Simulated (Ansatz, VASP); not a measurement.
# Ca in VASP and in Ansatz

```
Ca
1.0
    -2.16963    2.16963    2.26872
     2.16963   -2.16963    2.26872
     2.16963    2.16963   -2.26872
Ca
1
Direct
  0.50000 0.50000 0.00000
```

Alike in both runs: task single point; functional r2SCAN; k mesh 18 × 18 × 18; occupations gaussian, width 0.15 eV; no spin polarisation.

|  | VASP | Ansatz |
| --- | --- | --- |
| version | VASP 6.6.1 | Ansatz 0.2.0 |
| potentials or method | VASP PAW PBE potentials, release 64 (Ca_sv), cutoff 520 eV | scalar-relativistic, plane waves, PAW |
| valence electrons in the cell | 10 | 10 |

```tsv
	VASP	Ansatz	Ansatz less VASP
gap on the k mesh at the Fermi level (eV)	none	none	-
pressure (GPa)	0.3	0.2	-0.06
traceless stress, the component that is largest in VASP (GPa)	0.06	0.06	-0.001
```

VASP's potentials were made for PBE, not for r2SCAN. A gap of «none» marks a metal or a gap that the smearing closes. The functional is the same, so the differences come from potentials, cutoffs and numerics.
